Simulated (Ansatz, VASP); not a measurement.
Cl: VASP beside Ansatz

Contents of INCAR:

```
SYSTEM = Cl
PREC = Accurate
ENCUT = 400
EDIFF = 1E-6
ISMEAR = 0
SIGMA = 0.05
LREAL = .False.
LASPH = .True.
NELM = 120
ALGO = Normal
ISIF = 2
LWAVE = .False.
LCHARG = .True.
LDIPOL = .True.
IDIPOL = 3
DIPOL = 0.5 0.5 0.636
GGA = PE
IVDW = 12
LELF = .True.
LVHAR = .True.
LVACPOTAV = .True.
NBANDS = 14
GGA_COMPAT = .False.
NELMDL = -8
```

Contents of KPOINTS:

```
regular mesh
0
Gamma
  3 3 1
  0 0 0
```

POSCAR

```
Cl
1.0
    4.9152816276      0.0000000000      0.0000000000
    0.0000000000      5.4220874070      0.0000000000
    0.0000000000      0.0000000000     26.8848519140
Cl
2
Direct
    0.3360912191      0.3025228806      0.6433957523
    0.7657252961     -0.2160427315      0.6279685747
```

Input for Ansatz:

```yaml
crystal:
  lattice:
    - [4.9152816276, 0.0, 0.0]
    - [0.0, 5.422087407, 0.0]
    - [0.0, 0.0, 26.884851914]
  atoms:
    - { symbol: Cl, position: [0.3360912191, 0.3025228806, 0.6433957523] }
    - { symbol: Cl, position: [0.7657252961, -0.2160427315, 0.6279685747] }
basis:
  ecutwfc: 420
kpoints:
  mp_grid: { grid: [3, 3, 1] }
hamiltonian:
  xc: pbe
  dispersion: d3bj
scf:
  occupations: { method: gaussian, width: 0.05 }
output:
  forces: true
  eigenvalues: true
  write_density: true
  volumetric_format: npy
efield:
  axis: 3
  dipole_correction: true
  ramp_width: 0.04
```

Alike in both runs: task single point; functional PBE; dispersion D3(BJ); k mesh 3 × 3 × 1; occupations gaussian, width 0.05 eV; no spin polarisation.

```csv
,VASP,Ansatz
version,VASP 6.6.1,Ansatz 0.2.0
potentials or method,"VASP PAW PBE potentials, release 64 (Cl), cutoff 400 eV","scalar-relativistic, plane waves, PAW"
valence electrons in the cell,14,14
```

```csv
,VASP,Ansatz,Ansatz less VASP
gap on the k mesh at the Fermi level (eV),none,none,-
rms of the force components (eV/Å),0.203,0.201,-0.0016
```

Atom by atom the forces differ by 0.002 eV/Å (rms over components). A gap of «none» marks a metal or a gap that the smearing closes.

The k mesh is coarse, so the values compare programs but aren't converged.
